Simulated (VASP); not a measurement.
A run of VASP 6.6.1 is set up as follows.

The input POSCAR:

```
MoS2
1.0
    1.5765517821      0.9102225958      5.9962616838
   -1.5765517821      0.9102225958      5.9962616838
    0.0000000000     -1.8204451916      5.9962616838
Mo S
1 2
Direct
    0.0000824196      0.0000824196      0.0000824196
    0.2465380083      0.2465380083      0.2465380083
    0.4203795722      0.4203795722      0.4203795722
```

The input INCAR.step1:

```
SYSTEM = MoS2
PREC = Accurate
ENCUT = 520
EDIFF = 1E-6
ISMEAR = 0
SIGMA = 0.02
LREAL = .False.
LASPH = .True.
NELM = 100
ALGO = Normal
ISIF = 2
LWAVE = .False.
LCHARG = .True.
LMAXMIX = 4
GGA = PE
IVDW = 12
NBANDS = 20
```

The input KPOINTS.step1:

```
Automatic mesh
0
Gamma
  12 12 12
  0 0 0
```

The input INCAR.step2:

```
SYSTEM = MoS2
PREC = Accurate
ENCUT = 520
EDIFF = 1E-6
ISMEAR = -5
SIGMA = 0.02
LREAL = .False.
LASPH = .True.
NELM = 100
ALGO = Normal
ISIF = 2
LWAVE = .False.
LCHARG = .False.
LMAXMIX = 4
GGA = PE
IVDW = 12
LORBIT = 11
NEDOS = 2001
ICHARG = 11
```

Contents of KPOINTS.step2:

```
Automatic mesh
0
Gamma
  18 18 18
  0 0 0
```

Potentials or basis: VASP PAW PBE potentials, release 64 (Mo_sv, S).

Launch:

```bash
$ cat potpaw_PBE.64/Mo_sv/POTCAR potpaw_PBE.64/S/POTCAR > POTCAR
$ cp INCAR.step1 INCAR
$ cp KPOINTS.step1 KPOINTS
$ mpirun -np 1 vasp_std > vasp.out
$ cp INCAR.step2 INCAR
$ cp KPOINTS.step2 KPOINTS
$ mpirun -np 1 vasp_std > vasp.out
```

Problem. Estimate the dispersion energy per atom.

Solution. -0.440 eV.
